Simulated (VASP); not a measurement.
Set up this calculation in VASP 6.6.1, as the native input.

```yaml
Task: single point
Functional: PBE
Potentials_or_basis: VASP PAW PBE potentials, release 64 (K_sv, F)
Cutoff: 520 eV
k_mesh: 6 × 6 × 4
Occupations: gaussian, width 0.01 eV
Spin: no spin polarisation
Dipole_correction: no
Further_INCAR_settings: ALGO = Normal; EDIFF = 1e-07; NBANDS = 24
```

The structure of KF lies in POSCAR:

```
KF
1.0
    3.6634827621      0.0000000000      0.0000000000
   -1.8317413810      3.1726691383      0.0000000000
    0.0000000000      0.0000000000      6.4598831682
K F
2 2
Direct
    0.0000000000      0.0000000000      0.0000000000
    0.0000000000      0.0000000000      0.5000000000
    0.3333333333      0.6666666667      0.2500000000
    0.6666666667      0.3333333333      0.7500000000
```

The input as run:

INCAR

```
PREC = Accurate ; ENCUT = 520
EDIFF = 1E-7 ; ISMEAR = 0
SIGMA = 0.01 ; LREAL = False
LASPH = True ; NELM = 100
ALGO = Normal ; ISIF = 2
LWAVE = False ; LCHARG = False
GGA = PE ; NBANDS = 24
```

KPOINTS

```
regular mesh
0
Gamma
  6 6 4
```

Potentials or basis: VASP PAW PBE potentials, release 64 (K_sv, F).

The run is started by

```console
$ cat potpaw_PBE.64/K_sv/POTCAR potpaw_PBE.64/F/POTCAR > POTCAR
$ mpirun -np 1 vasp_std > vasp.out
```

It gave:

```
Pressure               : 2.1 GPa
Band gap on the k mesh : 6.20 eV
```

Wall time 54 s on 1 thread of Intel Xeon 8259CL (shared host), peak memory 0.2 GiB.
